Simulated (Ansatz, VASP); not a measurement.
**NaI: VASP beside Ansatz**

```xyz
2
Lattice="0.0000 3.2040 3.2364 3.2040 0.0000 3.2364 3.2040 3.2040 0.0000" Properties=species:S:1:pos:R:3 pbc="T T T"
Na    0.0000    0.0000    0.0000
I     3.2040    3.2040    3.2364
```

Change from the starting cell: equal xx and yy strain of -1 %.

Alike in both runs: task single point; functional LDA; k mesh 8 × 8 × 8; occupations fermi-dirac, width 0.02 eV; no spin polarisation.

|  | VASP | Ansatz |
| --- | --- | --- |
| version | VASP 6.6.1 | Ansatz 0.2.0 |
| potentials or method | VASP PAW LDA potentials, release 64 (Na_pv, I), cutoff 520 eV | all-electron LAPW, scalar-relativistic |

Ansatz gave:

```
gap on the k mesh at the Fermi level (eV)                     : 3.38
pressure (GPa)                                                : -1.4
traceless stress, the component that is largest in VASP (GPa) : -0.14
```

**Question.** Which values does VASP return?

**Answer.** gap on the k mesh at the Fermi level (eV): 3.39; pressure (GPa): -1.3; traceless stress, the component that is largest in VASP (GPa): -0.15.

LDA's correlation is that of Perdew and Zunger in VASP and of Perdew and Wang (1992) in Ansatz. Ansatz ran all-electron here, and VASP with PAW potentials.

Spin-orbit coupling is off throughout.
